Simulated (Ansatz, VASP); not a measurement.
Two plane-wave programs on SiO2

```xyz
12
Lattice="4.9020 0.0000 0.0000 0.0000 4.9020 0.0000 0.0000 0.0000 7.3981" Properties=species:S:1:pos:R:3 pbc="T T T"
Si    0.0000    0.0000    0.0000
Si    0.0000    2.4510    1.8495
Si    2.4510    2.4510    3.6991
Si    2.4510    0.0000    5.5486
O     0.4798    1.2255    0.9248
O     1.2255    2.9308    2.7743
O     3.6765    1.9712    2.7743
O     4.4222    3.6765    0.9248
O     2.9308    3.6765    4.6238
O     3.6765    0.4798    6.4734
O     1.2255    4.4222    6.4734
O     1.9712    1.2255    4.6238
```

Alike in both runs: task single point; functional LDA; k mesh 6 × 6 × 4; occupations gaussian, width 0.02 eV; no spin polarisation.

|  | VASP | Ansatz |
| --- | --- | --- |
| version | VASP 6.6.1 | Ansatz 0.2.0 |
| potentials or method | VASP PAW LDA potentials, release 64 (Si, O), cutoff 520 eV | scalar-relativistic, plane waves, PAW |
| valence electrons in the cell | 64 | 64 |

```csv
,VASP,Ansatz,Ansatz less VASP
gap on the k mesh at the Fermi level (eV),5.72,5.72,+0.001
least direct gap on the mesh (eV),5.72,5.72,+0.001
pressure (GPa),0.1,-0.4,-0.55
"traceless stress, the component that is largest in VASP (GPa)",-0.76,-0.80,-0.043
rms of the force components (eV/Å),0.013,0.000,-0.0125
```

LDA's correlation is that of Perdew and Zunger in VASP and of Perdew and Wang (1992) in Ansatz. Atom by atom the forces differ by 0.013 eV/Å (rms over components).
